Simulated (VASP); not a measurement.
Crystal: MnSb.

```
Mn Sb
1.0
     3.36364    0.00000    0.00000
     0.00000    3.36364    0.00000
     0.00000    0.00000    3.36364
Mn Sb
1 1
Direct
  0.00000 0.00000 0.00000
  0.50000 0.50000 0.50000
```

Base run:

```yaml
Program: VASP 6.6.1
Functional: PBE
Potentials_or_basis: VASP PAW PBE potentials, release 64 (Mn_pv, Sb)
Cutoff: 520 eV
k_mesh: 12 × 12 × 12
Occupations: gaussian, width 0.1 eV
Spin: collinear spin, ferromagnetic start
Starting_moments: "[5.0, 0.0] μB"
```

Its results: pressure 0.0 GPa.

Problem. The run is repeated on the same cell with these changes: spin from collinear spin, ferromagnetic start to no spin polarisation; further incar settings from ALGO = Normal; EDIFF = 1e-06; NBANDS = 20 to ALGO = Normal; EDIFF = 1e-06; NBANDS = 16. What comes out?

Solution. Pressure -16.8 GPa.

Caveats: a cell with one magnetic atom can't hold antiferromagnetic order, which such compounds often take (at least some runs); the cell stands under tension (at least some runs).
